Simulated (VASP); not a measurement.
# H3C2N in VASP: further runs, part 3 of 3

VASP 6.6.1. The steps go on from the part before.

## Step 4: Relaxation of the atoms, PBE+D3(BJ)

INCAR

```
PREC = Accurate
ENCUT = 520
EDIFF = 1E-7
ISMEAR = -1
SIGMA = 0.05
LREAL = Auto
LASPH = T
NELM = 60
ALGO = Normal
ISIF = 2
LWAVE = F
LCHARG = F
GGA = PE
IVDW = 12
IBRION = 2
NSW = 35
EDIFFG = -0.3
```

KPOINTS

```
regular mesh
0
Gamma
  1 1 1
```

POSCAR

```
H3C2N
1.0
    8.3116590000      0.0000000000      0.0000000000
    0.0000000000      8.3116590000      0.0000000000
    0.0000000000      0.0000000000      8.3116590000
C N H
12 6 18
Direct
    0.9917145000      0.0915286000      0.3707102000
    0.8916387000      0.1657931000      0.4946414000
    0.4595876000      0.7735493000      0.2698756000
    0.4842584000      0.7016748000      0.4283520000
    0.1319410000      0.8757918000      0.6656437000
    0.2576787000      0.7909889000      0.7544570000
    0.4137748000      0.3660476000      0.8829184000
    0.4335295000      0.2121029000      0.8004556000
    0.7143520000      0.4143964000      0.0737641000
    0.8305823000      0.5272586000      0.1418961000
    0.8292580000      0.9556294000      1.0190965000
    0.7916319000      0.8504679000      0.8833958000
    0.8109143000      0.2256973000      0.5946084000
    0.5041586000      0.6436985000      0.5561841000
    0.3591028000      0.7225840000      0.8260968000
    0.4494642000      0.0879261000      0.7339384000
    0.9243374000      0.6182969000      0.1968536000
    0.7612815000      0.7656413000      0.7739353000
    1.0014375000      0.1712015000      0.2667601000
    1.1121268000      0.0683848000      0.4177547000
    0.9387403000     -0.0222605000      0.3320616000
    0.4712959000      0.9041530000      0.2771914000
    0.5488009000      0.7277024000      0.1850994000
    0.3396442000      0.7442095000      0.2251465000
    0.1857466000      0.9612349000      0.5816652000
    0.0588650000      0.7901854000      0.5979724000
    0.0542641000      0.9413405000      0.7488159000
    0.4411719000      0.3527031000      1.0106653000
    0.4947868000      0.4556350000      0.8313521000
    0.2901342000      0.4085001000      0.8703190000
    0.6496426000      0.4707239000     -0.0256736000
    0.7761087000      0.3074966000      0.0289703000
    0.6276880000      0.3779489000      0.1654640000
    0.8470344000      1.0788232000      0.9772009000
    0.7307904000      0.9542276000      1.1059878000
    0.9389602000      0.9149197000      1.0787297000
```

Potentials or basis: VASP PAW PBE potentials, release 64 (C, N, H).

Command:

```bash
> cat potpaw_PBE.64/C/POTCAR potpaw_PBE.64/N/POTCAR potpaw_PBE.64/H/POTCAR > POTCAR
> mpirun -np 1 vasp_gam > vasp.out
```

OUTCAR:

```text
PREC = Accurate
   ENCUT = 520
   EDIFF = 1E-7
   ISMEAR = -1
   LREAL = Auto
   LASPH = T
   NELM = 60
   ISIF = 2
   GGA = PE
   IVDW = 12
   IBRION = 2
   NSW = 35
   EDIFFG = -0.3
 IVDW          = 12

 ion  position               nearest neighbor table
   1  0.992  0.092  0.371-  19 1.09  21 1.09  20 1.09   2 1.46
   2  0.892  0.166  0.495-  13 1.18   1 1.46
   3  0.460  0.774  0.270-  22 1.09  24 1.09  23 1.09   4 1.46
   4  0.484  0.702  0.428-  14 1.18   3 1.46
   5  0.132  0.876  0.666-  27 1.09  25 1.09  26 1.09   6 1.46
   6  0.258  0.791  0.754-  15 1.18   5 1.46
   7  0.414  0.366  0.883-  29 1.09  28 1.09  30 1.09   8 1.46
   8  0.434  0.212  0.800-  16 1.18   7 1.46
   9  0.714  0.414  0.074-  33 1.09  32 1.09  31 1.09  10 1.46
  10  0.831  0.527  0.142-  17 1.18   9 1.46
  11  0.829  0.956  0.019-  35 1.09  34 1.09  36 1.09  12 1.46
  12  0.792  0.850  0.883-  18 1.18  11 1.46
  13  0.811  0.226  0.595-   2 1.18
  14  0.504  0.644  0.556-   4 1.18
  15  0.359  0.723  0.826-   6 1.18
  16  0.449  0.088  0.734-   8 1.18
  17  0.924  0.618  0.197-  10 1.18
[... 17 lines left out ...]
  35  0.731  0.954  0.106-  11 1.09
  36  0.939  0.915  0.079-  11 1.09

  LATTYP: Found a simple cubic cell.
 ALAT       =     8.3116590000

  Lattice vectors:

 A1 = (   8.3116590000,   0.0000000000,   0.0000000000)
 A2 = (   0.0000000000,   8.3116590000,   0.0000000000)
 A3 = (   0.0000000000,   0.0000000000,   8.3116590000)

Analysis of symmetry for initial positions (statically):
=====================================================================
 Subroutine PRICEL returns:
 Original cell was already a primitive cell.

 Routine SETGRP: Setting up the symmetry group for a
 simple cubic supercell.

 Subroutine GETGRP returns: Found  1 space group operations
 (whereof  1 operations were pure point group operations)
 out of a pool of 48 trial point group operations.

The static configuration has the point symmetry C_1 .

Analysis of symmetry for dynamics (positions and initial velocities):
=====================================================================
 Subroutine PRICEL returns:
 Original cell was already a primitive cell.

 Routine SETGRP: Setting up the symmetry group for a
 simple cubic supercell.

 Subroutine GETGRP returns: Found  1 space group operations
 (whereof  1 operations were pure point group operations)
 out of a pool of 48 trial point group operations.

The dynamic configuration has the point symmetry C_1 .

 Subroutine INISYM returns: Found  1 space group operations
 (whereof  1 operations are pure point group operations),
 and found     1 'primitive' translations

----------------------------------------------------------------------------------------

                                     Primitive cell

  volume of cell :     574.2000

  direct lattice vectors                    reciprocal lattice vectors
     8.311659000  0.000000000  0.000000000     0.120312924  0.000000000  0.000000000
     0.000000000  8.311659000  0.000000000     0.000000000  0.120312924  0.000000000
     0.000000000  0.000000000  8.311659000     0.000000000  0.000000000  0.120312924

  length of vectors
     8.311659000  8.311659000  8.311659000     0.120312924  0.120312924  0.120312924

  position of ions in fractional coordinates (direct lattice)
     0.991714500  0.091528600  0.370710200
     0.891638700  0.165793100  0.494641400
     0.459587600  0.773549300  0.269875600
     0.484258400  0.701674800  0.428352000
     0.131941000  0.875791800  0.665643700
[... 84 lines left out ...]
     0.000000000  0.000000000  0.120312924     0.000000000  0.000000000  1.000000000

  Length of vectors
     0.120312924  0.120312924  0.120312924

  Shift w.r.t. Gamma in fractional coordinates (k-lattice)
     0.000000000  0.000000000  0.000000000

 Subroutine IBZKPT returns following result:
 ===========================================

 Found      1 irreducible k-points:

 Following reciprocal coordinates:
            Coordinates               Weight
  0.000000  0.000000  0.000000      1.000000
   k-points           NKPTS =      1   k-points in BZ     NKDIM =      1   number of bands    NBANDS=     67
   number of dos      NEDOS =    301   number of ions     NIONS =     36
   total plane-waves  NPLWV = 262144
   dimension x,y,z NGX =    64 NGY =   64 NGZ =   64
   dimension x,y,z NGXF=   128 NGYF=  128 NGZF=  128
   ions per type =              12   6  18
   NGX,Y,Z   is equivalent  to a cutoff of  12.80, 12.80, 12.80 a.u.
   NGXF,Y,Z  is equivalent  to a cutoff of  25.60, 25.60, 25.60 a.u.
 SYSTEM =  unknown system
   PREC   = accura    normal or accurate (medium, high low for compatibility)
   ISTART =      0    job   : 0-new  1-cont  2-samecut
   ICHARG =      2    charge: 1-file 2-atom 10-const
   ISPIN  =      1    spin polarized calculation?
   LNONCOLLINEAR =      F non collinear calculations
   LSORBIT =      F    spin-orbit coupling
   LASPH  =      T    aspherical Exc in radial PAW
   ENCUT  =  520.0 eV  38.22 Ry    6.18 a.u.  15.45 15.45 15.45*2*pi/ulx,y,z
   NELM   =     60;   NELMIN=  2; NELMDL= -5     # of ELM steps
   EDIFF  = 0.1E-06   stopping-criterion for ELM
   LREAL  =      T    real-space projection
   EDIFFG = -.3E+00   stopping-criterion for IOM
   NSW    =     35    number of steps for IOM
   IBRION =      2    ionic relax: 0-MD 1-quasi-New 2-CG
   NFREE  =      1    steps in history (QN), initial steepest desc. (CG)
   ISIF   =      2    stress and relaxation
   ISYM   =      2    0-nonsym 1-usesym 2-fastsym
   POTIM  = 0.5000    time-step for ionic-motion
   TEBEG  =    0.0;   TEEND  =   0.0 temperature during run
   PSTRESS=    0.0 pullay stress
   NELECT =      96.0000    total number of electrons
   NUPDOWN=      -1.0000    fix difference up-down
   EMIN   =  10.00;   EMAX   =-10.00  energy-range for DOS
   EFERMI =   0.00;   METHOD = LEGACY
   ISMEAR =    -1;   SIGMA  =   0.05  broadening in eV -4-tet -1-fermi 0-gaus
   EFERMI_NEDOS =   21; number of points for ismear=-14 and -15
   IALGO  =     38    algorithm
   IMIX   =      4    mixing-type and parameters
     AMIX     =   0.40;   BMIX     =  1.00
     AMIX_MAG =   1.60;   BMIX_MAG =  1.00
  volume/ion in A,a.u.               =      15.95       107.64
  Fermi-wavevector in a.u.,A,eV,Ry     =   0.901871  1.704288 11.066577  0.813370
  Thomas-Fermi vector in A             =   2.025004
   LORBIT       =      0    0 simple, 1 ext, 2 COOP (PROOUT), +10 PAW based schemes
   GGA     = PE    functional components
   LHFCALC =     F    Hartree Fock is set to
   AEXX    =    0.0000 exact exchange contribution
   IVDW    =    12    specifies the selected vdW correction
   LEPSILON=     F    determine dielectric tensor
   LRPA    =     F    only Hartree local field effects (RPA)
 conjugate gradient relaxation of ions
 non-spin polarized calculation
  energy-cutoff  :      520.00
  volume of cell :      574.20
 maximum number of plane-waves:      7758
 NGX is ok and might be reduce to    64
   NGX = 31   NGY = 31   NGZ = 31

--------------------------------------- Ionic step        1  -------------------------------------------

 number of electron      95.9999994 magnetization

 Free energy of the ion-electron system (eV)
  ---------------------------------------------------
  ext. energy  EPLUGINS =         0.00000000
  ---------------------------------------------------
  free energy    TOTEN  =      -219.64940030 eV

  energy without entropy =     -219.64940030  energy(sigma->0) =     -219.64940030

------------------------ aborting loop because EDIFF is reached ----------------------------------------

 Edisp (eV)   -1.49224

 E8    (eV) :    -0.3584
[... 207 lines left out ...]
  FREE ENERGIE OF THE ION-ELECTRON SYSTEM (eV)
  ---------------------------------------------------
  free  energy   TOTEN  =      -221.2200934018 eV

  energy  without entropy=     -221.2200934018  energy(sigma->0) =     -221.22009340

[... ionic steps 4 to 23 ...]

--------------------------------------- Ionic step       24  -------------------------------------------

 number of electron      96.0000004 magnetization

------------------------ aborting loop because EDIFF is reached ----------------------------------------
[... 143 lines left out ...]
--------------------------------------- Ionic step       26  -------------------------------------------

 number of electron      96.0000005 magnetization

 Free energy of the ion-electron system (eV)
  ---------------------------------------------------
  ext. energy  EPLUGINS =         0.00000000
  ---------------------------------------------------
  free energy    TOTEN  =      -220.40606215 eV

  energy without entropy =     -220.40606215  energy(sigma->0) =     -220.40606215

 E-fermi :  -3.4927     XC(G=0):  -5.8500

 val. band max:       -4.7476486926   @ k =   0.0000   0.0000   0.0000
 cond. band min:       1.0421211566   @ k =   0.0000   0.0000   0.0000
 fundamental gap:      5.7897698492
 Fermi energy:        -3.4926504644

 k-point     1 :       0.0000    0.0000    0.0000
  band No.  band energies     occupation
      1     -20.1127      2.00000
      2     -19.8485      2.00000
      3     -19.6377      2.00000
      4     -19.5582      2.00000
      5     -19.4710      2.00000
      6     -19.4297      2.00000
[... 52 lines left out ...]
     59       2.7398      0.00000
     60       2.8228      0.00000
 [bands above 60 left out]

------------------------ aborting loop because EDIFF is reached ----------------------------------------

 Edisp (eV)   -1.47029

 E8    (eV) :    -0.3504
[... 59 lines left out ...]
  FREE ENERGIE OF THE ION-ELECTRON SYSTEM (eV)
  ---------------------------------------------------
  free  energy   TOTEN  =      -221.8763558933 eV

  energy  without entropy=     -221.8763558932  energy(sigma->0) =     -221.87635589

 reached required accuracy - stopping structural energy minimisation
```

Wall time 22 min (1 thread of Intel Xeon Platinum 8259CL at 2.50GHz (Skylake/Cascade Lake), shared host); peak memory 0.62 GiB.

Results:

* Free energy: -221.8764 eV
* Energy gained by relaxing: 20.4 meV/atom
* Ionic steps: 26
* Pressure after relaxing: 0.1 GPa
* Largest force after relaxing: 0.300 eV/Å
* Band gap on the k mesh: 5.79 eV
* Dispersion energy per atom: -0.041 eV

Forces in eV/Å, atoms in the order of the input:
```
C   -0.057  0.035  0.022
C    0.216 -0.104 -0.115
C   -0.008 -0.059 -0.073
C   -0.012  0.073 -0.081
C   -0.005 -0.016  0.036
C   -0.035  0.274 -0.001
C    0.007  0.035 -0.093
C    0.133 -0.022  0.125
C   -0.011  0.017  0.030
C    0.010  0.255 -0.055
C    0.080  0.013 -0.009
C   -0.120 -0.082  0.007
N   -0.076  0.091  0.198
N   -0.102 -0.054  0.016
N   -0.004 -0.186  0.193
N   -0.087 -0.043 -0.133
N    0.112 -0.125  0.090
N   -0.032  0.048  0.113
H    0.002  0.113 -0.005
H   -0.005  0.066 -0.054
H   -0.013 -0.104  0.064
H    0.060 -0.042  0.291
H    0.049  0.016 -0.158
H   -0.128 -0.047 -0.048
H    0.229 -0.018  0.071
H   -0.053 -0.282 -0.063
H   -0.023  0.101 -0.005
H   -0.063 -0.155  0.014
H   -0.064  0.116 -0.147
H   -0.145  0.084 -0.055
H    0.035  0.053 -0.092
H    0.182 -0.015 -0.067
H   -0.064  0.035  0.187
H   -0.027  0.053 -0.159
H   -0.086 -0.110 -0.152
H    0.103 -0.014  0.109
```

Step by step:
```tsv
step	energy change (eV)	largest force (eV/Å)	pressure (GPa)
1	0.0000	1.8793	-0.48
2	6.6591	24.9273	10.69
3	-0.0785	0.8277	0.41
4	-0.0786	0.8316	0.37
5	-0.0905	1.4005	0.48
6	-0.1450	0.6292	0.40
7	-0.2335	0.6550	0.70
8	-0.3236	1.2078	1.31
9	-0.3536	0.6215	1.06
10	-0.3552	1.0243	0.99
11	-0.3860	1.0023	0.83
12	-0.4466	0.9536	0.33
13	-0.4290	1.5323	-0.69
14	-0.4615	0.9254	-0.08
15	-0.5009	1.5130	0.01
16	-0.5015	1.2517	0.00
17	-0.5472	0.4810	-0.21
18	-0.5574	0.7408	-0.36
19	-0.5859	0.6452	-0.31
20	-0.6488	0.6411	-0.16
21	-0.6761	1.5369	0.10
22	-0.6817	1.2789	0.03
23	-0.7012	0.6066	0.11
24	-0.7083	0.5785	0.21
25	-0.7168	0.4845	0.19
26	-0.7347	0.2997	0.14
```

Final structure:
```
C N H
1.0
     8.31166    0.00000    0.00000
     0.00000    8.31166    0.00000
     0.00000    0.00000    8.31166
C N H
12 6 18
Direct
  0.98829 0.09795 0.36838
  0.89277 0.17020 0.49590
  0.45864 0.77594 0.26744
  0.48830 0.68743 0.41536
  0.13919 0.86881 0.67306
  0.24483 0.78580 0.78392
  0.39713 0.36274 0.87238
  0.42210 0.21190 0.78924
  0.73113 0.42116 0.08148
  0.84883 0.52767 0.15278
  0.82452 0.95551 0.01482
  0.78864 0.84734 0.88273
  0.82059 0.22509 0.60245
  0.51215 0.60577 0.52670
  0.33089 0.73152 0.87995
  0.44645 0.09190 0.72114
  0.93529 0.62582 0.20332
  0.77254 0.75538 0.77811
  0.99079 0.17451 0.26110
  0.11231 0.08032 0.41014
  0.93894 0.98044 0.33486
  0.46882 0.90723 0.27805
  0.54476 0.73558 0.17640
  0.33866 0.74821 0.22089
  0.20974 0.94727 0.59446
  0.06628 0.78718 0.60069
  0.05532 0.94350 0.74186
  0.42275 0.35386 0.00137
  0.47575 0.45490 0.82022
  0.27312 0.40375 0.85851
  0.67212 0.48532 0.98270
  0.78399 0.31141 0.03178
  0.64067 0.38602 0.17044
  0.84536 0.07805 0.97085
  0.73014 0.95969 0.10709
  0.93464 0.91104 0.07175
```

Levels at points of the mesh, in eV from the valence-band top:
```csv
k point,band 44,band 45,band 46,band 47,band 48,band 49,band 50,band 51,band 52,band 53
"(0.00, 0.00, 0.00)",-0.29,-0.21,-0.09,-0.05,0.00,5.79,6.56,6.69,6.71,6.96
```

Caveat: the k points lie up to 0.76 Å⁻¹ apart; the relaxation stopped at a loose force limit of 0.3 eV/Å, so its end isn't a converged minimum.

## Step 5: The runs side by side

```csv
task,cell,gap on the mesh (eV),pressure (GPa),largest force (eV/Å)
single point,"as given, atomic positions A",5.60,-1.2,3.92
single point,"as given, atomic positions B",5.87,0.1,3.78
relaxation of the atoms,"atoms relaxed, atomic positions C",5.79,0.1,0.30
```

Alike in all rows: level PBE+D3(BJ); potentials or basis VASP PAW PBE potentials, release 64 (C, N, H); no spin polarisation; k mesh 1 × 1 × 1; cutoff (eV) 520; smearing fermi-dirac 0.05 eV.

Caveats: all runs use coarse meshes; the atoms stand as in a frame of molecular dynamics (at least some runs); the relaxation stopped at a loose force limit of 0.3 eV/Å, so its end isn't a converged minimum (at least some runs).

Absolute energies hang on the potentials; compare differences alone.
